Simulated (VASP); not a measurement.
LaAl3N4:

```
Al La N
1.0
     5.36486    0.00000    0.09576
     0.00000    3.30368    0.00000
     0.10157    0.00000    5.92255
Al La N
3 1 4
Direct
  0.99934 0.00000 0.67919
  0.99145 0.50000 0.14975
  0.51579 0.50000 0.83728
  0.50666 0.00000 0.34321
  0.64712 0.00000 0.71496
  0.64922 0.50000 0.11823
  0.14364 0.50000 0.82507
  0.04678 0.00000 0.33230
```

```yaml
Program: VASP 6.6.1
Task: relaxation of cell and atoms
Functional: r2SCAN
Potentials_or_basis: VASP PAW PBE potentials, release 64 (Al, La, N)
Cutoff: 600 eV
k_mesh: 4 × 8 × 4
Occupations: fermi-dirac, width 0.02 eV
Spin: no spin polarisation
```

At the start: pressure -3.2 GPa; volume 13.12 Å³/atom.

Q: Where does the relaxation end?

A: Over 20 steps the energy falls by 3.0 meV/atom and the volume is 12.84 Å³/atom (-2.1 %); space group Pm (No. 6, to 0.1 Å) before and after.

Step by step:
```
step  energy change (eV)  largest force (eV/Å)  pressure (GPa)  volume (Å³)
   1              0.0000                0.1745           -3.22       104.94
   2             -0.0012                0.3355            3.35       100.98
   3             -0.0224                0.1002           -0.01       102.90
   4             -0.0237                0.0459            0.02       102.76
   5             -0.0237                0.0438            0.03       102.77
   6             -0.0239                0.0200           -0.01       102.78
   7             -0.0239                0.0222           -0.02       102.78
   8             -0.0239                0.0170            0.01       102.76
   9             -0.0239                0.0174            0.00       102.76
  10             -0.0240                0.0080            0.00       102.76
  11             -0.0240                0.0113            0.00       102.76
  12             -0.0240                0.0106            0.00       102.76
  13             -0.0240                0.0121            0.01       102.75
  14             -0.0240                0.0098            0.00       102.76
  15             -0.0240                0.0087           -0.02       102.76
  16             -0.0240                0.0098           -0.01       102.76
  17             -0.0240                0.0086           -0.01       102.76
  18             -0.0240                0.0092           -0.01       102.76
  19             -0.0240                0.0052            0.00       102.75
  20             -0.0240                0.0046            0.01       102.75
```

Final structure:
```
Al La N
1.0
     5.33892    0.00000    0.10067
     0.00000    3.27301    0.00000
     0.10721    0.00000    5.88224
Al La N
3 1 4
Cartesian
  5.4071 0.0000 4.0933
  5.3062 1.6365 0.9786
  2.8457 1.6365 4.9800
  2.7371 0.0000 2.0753
  3.5360 0.0000 4.2762
  3.4838 1.6365 0.7565
  0.8594 1.6365 4.8644
  0.2787 0.0000 1.9578
```

Caveat: the PAW data sets were made with another functional, which shifts forces and pressure a little.
